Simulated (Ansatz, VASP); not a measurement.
# SnS2 in VASP and in Ansatz

```
Sn S
1.0
     3.74817    0.00000    0.00000
    -1.87409    3.24601    0.00000
     0.00000    0.00000    5.53115
Sn S
1 2
Direct
  0.00000 0.00000 0.00000
  0.33333 0.66667 0.25000
  0.66667 0.33333 0.75000
```

Alike in both runs: task single point; functional revPBE; k mesh 6 × 6 × 3; occupations fermi-dirac, width 0.02 eV; no spin polarisation.

```csv
,VASP,Ansatz
version,VASP 6.6.1,Ansatz 0.2.0
potentials or method,"VASP PAW PBE potentials, release 64 (Sn_d, S), cutoff 500 eV","plane waves, PAW"
valence electrons in the cell,26,26
```

VASP gave:

| Property | Result |
| --- | --- |
| pressure (GPa) | 5.1 |
| traceless stress, the component that is largest in VASP (GPa) | 3.53 |

Q: What did Ansatz give for the same quantities?

A: Pressure (GPa): 5.2; traceless stress, the component that is largest in VASP (GPa): 3.48.

VASP's potentials were made for PBE, not for revPBE. Ansatz's warnings: structure snapped to symmetry.
